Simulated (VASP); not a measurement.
# CdS (Hawleyite) (F-43m) in VASP: notebook

Runs on CdS (Hawleyite). Level: PBEsol. Tasks: single point.

All numbers are computed with VASP 6.6.1; they aren't measurements. Logs are shortened: lines on timing, memory, paths and dates and some standing lists are left out, and cuts for length are marked.

### Step 1. The cell of the first run

Symmetry: F-43m, No. 216, cubic system. Conventional cell: a = 5.592 Å, b = 5.592 Å, c = 5.592 Å, α = 90.00°, β = 90.00°, γ = 90.00°. Cd (site symmetry -43m) has 4 S at 2.42 Å within 3.2 Å. Within 3.2 Å of S (site symmetry -43m) lie 4 Cd at 2.42 Å.

### Step 2. Single point, PBEsol

File INCAR:

```
SYSTEM = CdS
ALGO = Normal
EDIFF = 1E-6
ENCUT = 520
GGA = PS
ISIF = 2
ISMEAR = -1
LASPH = .TRUE.
LCHARG = .FALSE.
LREAL = .FALSE.
LWAVE = .FALSE.
NBANDS = 16
NELM = 60
PREC = Accurate
SIGMA = 0.05
```

File KPOINTS:

```
k-points
0
G
  8 8 8
  0 0 0
```

File POSCAR:

```
CdS
1.0
    0.0000000000      2.7959130664      2.7959130664
    2.7959130664      0.0000000000      2.7959130664
    2.7959130664      2.7959130664      0.0000000000
Cd S
1 1
Direct
    0.0000000000      0.0000000000      0.0000000000
    0.7500000000      0.7500000000      0.7500000000
```

Potentials or basis: VASP PAW PBE potentials, release 64 (Cd, S).

Command:

```sh
$ cat potpaw_PBE.64/Cd/POTCAR potpaw_PBE.64/S/POTCAR > POTCAR
$ mpirun -np 1 vasp_std > vasp.out
```

OUTCAR:

```text
SYSTEM = CdS
   EDIFF = 1E-6
   ENCUT = 520
   GGA = PS
   ISIF = 2
   ISMEAR = -1
   LASPH = .TRUE.
   LREAL = .FALSE.
   NELM = 60
   PREC = Accurate

 ion  position               nearest neighbor table
   1  0.000  0.000  0.000-   2 2.42   2 2.42   2 2.42   2 2.42
   2  0.750  0.750  0.750-   1 2.42   1 2.42   1 2.42   1 2.42

  LATTYP: Found a face centered cubic cell.
 ALAT       =     5.5918261328

  Lattice vectors:

 A1 = (   0.0000000000,   2.7959130664,   2.7959130664)
 A2 = (   2.7959130664,   0.0000000000,   2.7959130664)
 A3 = (   2.7959130664,   2.7959130664,   0.0000000000)

Analysis of symmetry for initial positions (statically):
=====================================================================
 Subroutine PRICEL returns:
 Original cell was already a primitive cell.

 Routine SETGRP: Setting up the symmetry group for a
 face centered cubic supercell.

 Subroutine GETGRP returns: Found 24 space group operations
 (whereof 24 operations were pure point group operations)
 out of a pool of 48 trial point group operations.

The static configuration has the point symmetry T_d .

Analysis of symmetry for dynamics (positions and initial velocities):
=====================================================================
 Subroutine PRICEL returns:
 Original cell was already a primitive cell.

 Routine SETGRP: Setting up the symmetry group for a
 face centered cubic supercell.

 Subroutine GETGRP returns: Found 24 space group operations
 (whereof 24 operations were pure point group operations)
 out of a pool of 48 trial point group operations.

The dynamic configuration has the point symmetry T_d .

 Subroutine INISYM returns: Found 24 space group operations
 (whereof 24 operations are pure point group operations),
 and found     1 'primitive' translations

----------------------------------------------------------------------------------------

                                     Primitive cell

  volume of cell :      43.7120

  direct lattice vectors                    reciprocal lattice vectors
     0.000000000  2.795913066  2.795913066    -0.178832456  0.178832456  0.178832456
     2.795913066  0.000000000  2.795913066     0.178832456 -0.178832456  0.178832456
     2.795913066  2.795913066  0.000000000     0.178832456  0.178832456 -0.178832456

  length of vectors
     3.954018178  3.954018178  3.954018178     0.309746900  0.309746900  0.309746900

  position of ions in fractional coordinates (direct lattice)
[... 72 lines left out ...]
   ICHARG =      2    charge: 1-file 2-atom 10-const
   ISPIN  =      1    spin polarized calculation?
   LNONCOLLINEAR =      F non collinear calculations
   LSORBIT =      F    spin-orbit coupling
   LASPH  =      T    aspherical Exc in radial PAW
   ENCUT  =  520.0 eV  38.22 Ry    6.18 a.u.   7.35  7.35  7.35*2*pi/ulx,y,z
   NELM   =     60;   NELMIN=  2; NELMDL= -5     # of ELM steps
   EDIFF  = 0.1E-05   stopping-criterion for ELM
   LREAL  =      F    real-space projection
   EDIFFG = 0.1E-04   stopping-criterion for IOM
   NSW    =      0    number of steps for IOM
   IBRION =     -1    ionic relax: 0-MD 1-quasi-New 2-CG
   NFREE  =      0    steps in history (QN), initial steepest desc. (CG)
   ISIF   =      2    stress and relaxation
   ISYM   =      2    0-nonsym 1-usesym 2-fastsym
   POTIM  = 0.5000    time-step for ionic-motion
   TEBEG  =    0.0;   TEEND  =   0.0 temperature during run
   PSTRESS=    0.0 pullay stress
   NELECT =      18.0000    total number of electrons
   NUPDOWN=      -1.0000    fix difference up-down
   EMIN   =  10.00;   EMAX   =-10.00  energy-range for DOS
   EFERMI =   0.00;   METHOD = LEGACY
   ISMEAR =    -1;   SIGMA  =   0.05  broadening in eV -4-tet -1-fermi 0-gaus
   EFERMI_NEDOS =   21; number of points for ismear=-14 and -15
   IALGO  =     38    algorithm
   IMIX   =      4    mixing-type and parameters
     AMIX     =   0.40;   BMIX     =  1.00
     AMIX_MAG =   1.60;   BMIX_MAG =  1.00
  volume/ion in A,a.u.               =      21.86       147.49
  Fermi-wavevector in a.u.,A,eV,Ry     =   1.217957  2.301605 20.183149  1.483420
  Thomas-Fermi vector in A             =   2.353260
   LORBIT       =      0    0 simple, 1 ext, 2 COOP (PROOUT), +10 PAW based schemes
   GGA     = PS    functional components
   LHFCALC =     F    Hartree Fock is set to
   AEXX    =    0.0000 exact exchange contribution
   IVDW    =     0    specifies the selected vdW correction
   LEPSILON=     F    determine dielectric tensor
   LRPA    =     F    only Hartree local field effects (RPA)
 non-spin polarized calculation
  energy-cutoff  :      520.00
  volume of cell :       43.71
 maximum number of plane-waves:      1243
 NGX is ok and might be reduce to    30
   NGX = 15   NGY = 15   NGZ = 15

 number of electron      17.9999996 magnetization

 Free energy of the ion-electron system (eV)
  ---------------------------------------------------
  ext. energy  EPLUGINS =         0.00000000
  ---------------------------------------------------
  free energy    TOTEN  =        -6.63617027 eV

  energy without entropy =       -6.63617024  energy(sigma->0) =       -6.63617026

 E-fermi :   3.0687     XC(G=0):  -9.9868

 val. band max:        2.4059597405   @ k =   0.0000   0.0000   0.0000
 cond. band min:       3.6648418792   @ k =   0.0000   0.0000   0.0000
 fundamental gap:      1.2588821387
 Fermi energy:         3.0687299876

 k-point     1 :       0.0000    0.0000    0.0000
  band No.  band energies     occupation
      1     -10.8614      2.00000
      2      -5.9108      2.00000
      3      -5.9108      2.00000
      4      -5.9108      2.00000
      5      -5.2269      2.00000
      6      -5.2269      2.00000
[... 433 lines left out ...]
      3      -5.6316      2.00000
      4      -5.2763      2.00000
      5      -5.1911      2.00000
      6      -4.5606      2.00000
[... 8 lines left out ...]
     15      14.8859      0.00000
     16      15.9404      0.00000

 [... further k-points ...]
[... 5 lines left out ...]
  --------------------------------------------------------------------------------------
  -------------------------------------------------------------------------------------
  Total        2.8940262      2.8940262      2.8940262      0.0000000      0.0000000      0.0000000
  in kB      106.0747578    106.0747578    106.0747578      0.0000000      0.0000000      0.0000000
  external PRESSURE =     106.0747578 kB  Pullay stress =       0.0000000 kB

 VOLUME and BASIS-vectors are now :
 -----------------------------------------------------------------------------
  energy-cutoff  :      520.00
  volume of cell :       43.71
      direct lattice vectors                 reciprocal lattice vectors
     0.000000000  2.795913066  2.795913066    -0.178832456  0.178832456  0.178832456
     2.795913066  0.000000000  2.795913066     0.178832456 -0.178832456  0.178832456
     2.795913066  2.795913066  0.000000000     0.178832456  0.178832456 -0.178832456

 POSITION                                       TOTAL-FORCE (eV/Angst)
 -----------------------------------------------------------------------------------
      0.00000      0.00000      0.00000         0.000000      0.000000      0.000000
      4.19387      4.19387      4.19387        -0.000000     -0.000000     -0.000000
 -----------------------------------------------------------------------------------
    total drift:                                0.000000      0.000000      0.000000

  FREE ENERGIE OF THE ION-ELECTRON SYSTEM (eV)
  ---------------------------------------------------
  free  energy   TOTEN  =        -6.6361702746 eV

  energy  without entropy=       -6.6361702385  energy(sigma->0) =       -6.63617026
```

It took 18 s on 1 thread of Intel Xeon Platinum 8488C (Sapphire Rapids), shared host; peak memory 0.18 GiB.

Results:

- Free energy: -6.6362 eV
- Pressure: 10.6 GPa
- Band gap on the k mesh: 1.26 eV, direct

Caveat: the PAW data sets were made with another functional, which shifts forces and pressure a little. Expect the measured gap to be larger: semilocal functionals such as PBEsol lack the derivative discontinuity.

### Step 3. Single point, PBEsol

This run uses another cell than the first one, of 23.05 Å³/atom, 1.055 times its volume.

File INCAR:

```
PREC = Accurate
ENCUT = 520
EDIFF = 1E-7
ISMEAR = -1
SIGMA = 0.05
LREAL = F
LASPH = T
NELM = 60
ALGO = Normal
ISIF = 2
LWAVE = F
LCHARG = F
GGA = PS
NBANDS = 16
```

File KPOINTS:

```
Automatic mesh
0
Gamma
  8 8 8
```

File POSCAR:

```
CdS
1.0
    0.0000000000      2.8460006764      2.8460006764
    2.8460006764      0.0000000000      2.8460006764
    2.8460006764      2.8460006764      0.0000000000
Cd S
1 1
Direct
    0.0000000000      0.0000000000      0.0000000000
    0.7500000000      0.7500000000      0.7500000000
```

Potentials or basis: VASP PAW PBE potentials, release 64 (Cd, S).

Command:

```sh
$ cat potpaw_PBE.64/Cd/POTCAR potpaw_PBE.64/S/POTCAR > POTCAR
$ mpirun -np 1 vasp_std > vasp.out
```

Run time: 21 s. Hardware: 1 thread of Intel Xeon Platinum 8488C (Sapphire Rapids), shared host; peak memory 0.17 GiB.

It converged, with:

```yaml
Free_energy: -6.7552 eV
Pressure: 5.5 GPa
Band_gap_on_the_k_mesh: 1.16 eV, direct
```

Levels at points of the mesh, in eV from the valence-band top:
| k point | band 6 | band 7 | band 8 | band 9 | band 10 | band 11 | band 12 | band 13 |
| --- | --- | --- | --- | --- | --- | --- | --- | --- |
| (0.00, 0.00, 0.00) | -7.45 | 0.00 | 0.00 | 0.00 | 1.16 | 6.41 | 6.41 | 6.41 |
| (0.50, 0.00, 0.00) | -7.00 | -4.96 | -0.88 | -0.88 | 2.98 | 6.90 | 6.90 | 7.53 |
| (0.50, 0.50, 0.00) | -6.93 | -4.35 | -2.19 | -2.19 | 3.25 | 4.31 | 9.41 | 11.11 |

Caveat: the PAW data sets were made with another functional, which shifts forces and pressure a little.
